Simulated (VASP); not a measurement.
Write the native input for VASP 6.6.1 that does the following.

| Item | Value |
| --- | --- |
| Task | single point |
| Functional | PBE |
| Dispersion | D3(BJ) |
| Potentials or basis | VASP PAW PBE potentials, release 64 (W_sv, Se) |
| Cutoff | 520 eV |
| k mesh | 9 × 9 × 4 |
| Occupations | gaussian, width 0.05 eV |
| Spin | no spin polarisation |
| Dipole correction | no |
| Further INCAR settings | ALGO = Normal; EDIFF = 1e-06; NBANDS = 20 |

The structure of WSe2 lies in POSCAR:

```
WSe2
1.0
    3.2329475091      0.0000000000      0.0000000000
   -1.6164737546      2.7998146720      0.0000000000
    0.0000000000      0.0000000000      7.2065632926
W Se
1 2
Direct
    0.0000000000      0.0000000000      0.0000000000
    0.3333333333      0.6666666667      0.2405528385
    0.3333333333      0.6666666667      0.7594471615
```

This cell differs from its parent crystal: atoms shifted along a free coordinate, c/a of the conventional cell at fixed volume 2.2291.

The input as run:

INCAR

```
SYSTEM = WSe2
ALGO = Normal
EDIFF = 1E-6
ENCUT = 520
GGA = PE
ISIF = 2
ISMEAR = 0
IVDW = 12
LASPH = .TRUE.
LCHARG = .FALSE.
LREAL = .FALSE.
LWAVE = .FALSE.
NBANDS = 20
NELM = 100
PREC = Accurate
SIGMA = 0.05
```

KPOINTS

```
k-points
0
G
  9 9 4
  0 0 0
```

Potentials or basis: VASP PAW PBE potentials, release 64 (W_sv, Se).

The run is started by

```sh
$ cat potpaw_PBE.64/W_sv/POTCAR potpaw_PBE.64/Se/POTCAR > POTCAR
$ mpirun -np 1 vasp_std > vasp.out
```

Results of the run:

| Item | Value |
| --- | --- |
| Pressure | -0.3 GPa |
| Largest force | 0.431 eV/Å |
| Band gap on the k mesh | 1.19 eV (least direct gap 1.91 eV) |
| Dispersion energy per atom | -0.432 eV |

Caveat: spin-orbit coupling is left out, which moves the levels of the heavy elements; an odd mesh through Γ misses points on the zone boundary, where band edges can lie.

Wall time 45 s on 1 thread of Intel Xeon 8259CL, with other jobs on the host, peak memory 0.21 GiB.
